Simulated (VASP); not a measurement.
Wanted: the native input for a VASP 6.6.1 run.

* Task: single point
* Functional: LDA
* Potentials or basis: VASP PAW LDA potentials, release 64 (Be, S)
* Cutoff: 520 eV
* k mesh: 8 × 8 × 8
* Occupations: gaussian, width 0.01 eV
* Spin: no spin polarisation
* Dipole correction: no
* Further INCAR settings: ALGO = Normal; EDIFF = 1e-07; NBANDS = 11

The structure of BeS lies in POSCAR:

```
BeS
1.0
    0.0000000000      2.3754963136      2.3754963136
    2.3754963136      0.0000000000      2.3754963136
    2.3754963136      2.3754963136      0.0000000000
Be S
1 1
Direct
    0.0000000000      0.0000000000      0.0000000000
    0.2500000000      0.2500000000      0.2500000000
```

The input as run:

INCAR

```
PREC     = Accurate       # precision mode
ENCUT    = 520            # plane-wave cutoff, eV
EDIFF    = 1E-7           # SCF threshold, eV
ISMEAR   = 0              # smearing method
SIGMA    = 0.01           # smearing width, eV
LREAL    = False          # projectors in reciprocal space
LASPH    = True           # aspherical terms in the spheres
NELM     = 60             # most SCF steps
ALGO     = Normal         # electronic algorithm
ISIF     = 2              # what is computed and relaxed
LWAVE    = False          # write WAVECAR
LCHARG   = False          # write CHGCAR
GGA      = CA             # functional
NBANDS   = 11             # bands
```

KPOINTS

```
Automatic mesh
0
Gamma
  8 8 8
```

Potentials or basis: VASP PAW LDA potentials, release 64 (Be, S).

The run is started by

```console
$ cat potpaw_LDA.64/Be/POTCAR potpaw_LDA.64/S/POTCAR > POTCAR
$ mpirun -np 1 vasp_std > vasp.out
```

It gave:

```json
{"Pressure": "3.1 GPa", "Band gap on the k mesh": "2.76 eV, indirect (least direct gap 5.51 eV)"}
```

Run time: 6.2 s on 1 thread of Intel(R) Xeon(R) Platinum 8488C (Sapphire Rapids) (shared host), peak memory 0.13 GiB.
